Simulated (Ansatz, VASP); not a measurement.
# One calculation of Te, two programs

Contents of INCAR:

```
SYSTEM = Te
PREC = Accurate ; ENCUT = 520
EDIFF = 1E-6 ; ISMEAR = 0
SIGMA = 0.1 ; LREAL = .False.
LASPH = .True. ; NELM = 60
ALGO = Normal ; ISIF = 2
LWAVE = .False. ; LCHARG = .True.
GGA = PE ; IVDW = 12
LELF = .True. ; LVHAR = .True.
NBANDS = 16
```

The input KPOINTS:

```
Automatic mesh
0
Gamma
  12 12 8
  0 0 0
```

Contents of POSCAR:

```
Te
1.0
    4.3165953890      0.0000000000      0.0000000000
   -2.1582976945      3.7382812647      0.0000000000
    0.0000000000      0.0000000000      5.9691302748
Te
3
Direct
    0.2847541133      0.0000000000      0.3333333333
    0.0000000000      0.2847541133      0.6666666667
    0.7152458867      0.7152458867      0.0000000000
```

Input for Ansatz:

```yaml
crystal:
  lattice:
    - [4.316595389, 0.0, 0.0]
    - [-2.1582976945, 3.7382812647, 0.0]
    - [0.0, 0.0, 5.9691302748]
  atoms:
    - { symbol: Te, position: [0.2847541133, 0.0, 0.3333333333] }
    - { symbol: Te, position: [0.0, 0.2847541133, 0.6666666667] }
    - { symbol: Te, position: [0.7152458867, 0.7152458867, 0.0] }
basis:
  ecutwfc: 420
kpoints:
  mp_grid: { grid: [12, 12, 8] }
  band_path:
    path:
      - [[0.0, 0.0, 0.0], [0.5, 0.0, 0.0], [0.33333333, 0.33333333, 0.0], [0.0, 0.0, 0.0], [0.0, 0.0, 0.5], [0.5, 0.0, 0.5], [0.33333333, 0.33333333, 0.5], [0.0, 0.0, 0.5]]
      - [[0.5, 0.0, 0.5], [0.5, 0.0, 0.0]]
      - [[0.33333333, 0.33333333, 0.5], [0.33333333, 0.33333333, 0.0]]
    npoints: 14
hamiltonian:
  xc: pbe
  dispersion: d3bj
scf:
  occupations: { method: gaussian, width: 0.1 }
  n_extra_bands: 7
output:
  forces: true
  stress: true
  eigenvalues: true
  populations: true
  dos: { projected: true, de: 0.02, nscf_kmesh: { grid: [18, 18, 12] } }
  bader: true
  write_density: true
  write_potential: true
  elf: true
  volumetric_format: npy
```

Alike in both runs: task single point; functional PBE; dispersion D3(BJ); k mesh 12 × 12 × 8; occupations gaussian, width 0.1 eV; no spin polarisation.

```csv
,VASP,Ansatz
version,VASP 6.6.1,Ansatz 0.2.0
potentials or method,"VASP PAW PBE potentials, release 64 (Te), cutoff 520 eV","scalar-relativistic, plane waves, PAW"
valence electrons in the cell,18,48
```

|  | VASP | Ansatz | Ansatz less VASP |
| --- | --- | --- | --- |
| gap on the k mesh at the Fermi level (eV) | none | none | - |
| pressure (GPa) | 0.0 | 0.0 | +0.01 |
| rms of the force components (eV/Å) | 0.007 | 0.002 | -0.0048 |

Atom by atom the forces differ by 0.005 eV/Å (rms over components). A gap of «none» marks a metal or a gap that the smearing closes. VASP's potentials hold 18 valence electrons a cell and Ansatz's 48, so a difference there can come from the potentials and not from the codes.

Neither program's run includes spin-orbit coupling.
